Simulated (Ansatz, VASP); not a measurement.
# ZnC: VASP beside Ansatz

```
Zn C
1.0
     0.00000    2.22329    2.22329
     2.22329    0.00000    2.22329
     2.22329    2.22329    0.00000
Zn C
1 1
Direct
  0.00000 0.00000 0.00000
  0.50000 0.50000 0.50000
```

Alike in both runs: task relaxation of cell and atoms; functional PBE; k mesh 6 × 6 × 6; occupations gaussian, width 0.1 eV; no spin polarisation.

|  | VASP | Ansatz |
| --- | --- | --- |
| version | VASP 6.6.1 | Ansatz 0.2.0 |
| potentials or method | VASP PAW PBE potentials, release 64 (Zn, C), cutoff 600 eV | scalar-relativistic, plane waves, PAW |
| valence electrons in the cell | 16 | 16 |

VASP gave:

- gap on the k mesh at the Fermi level, each at its own relaxed structure (eV): none
- relaxed volume (Å³/atom): 10.63
- relaxed cell length with the largest relative difference (Å): 3.110

Problem. Estimate Ansatz's values.

Solution. gap on the k mesh at the Fermi level, each at its own relaxed structure (eV): none; relaxed volume (Å³/atom): 10.57; relaxed cell length with the largest relative difference (Å): 3.103.

A gap of «none» marks a metal or a gap that the smearing closes.

The k mesh is coarse, so the values compare programs but aren't converged.
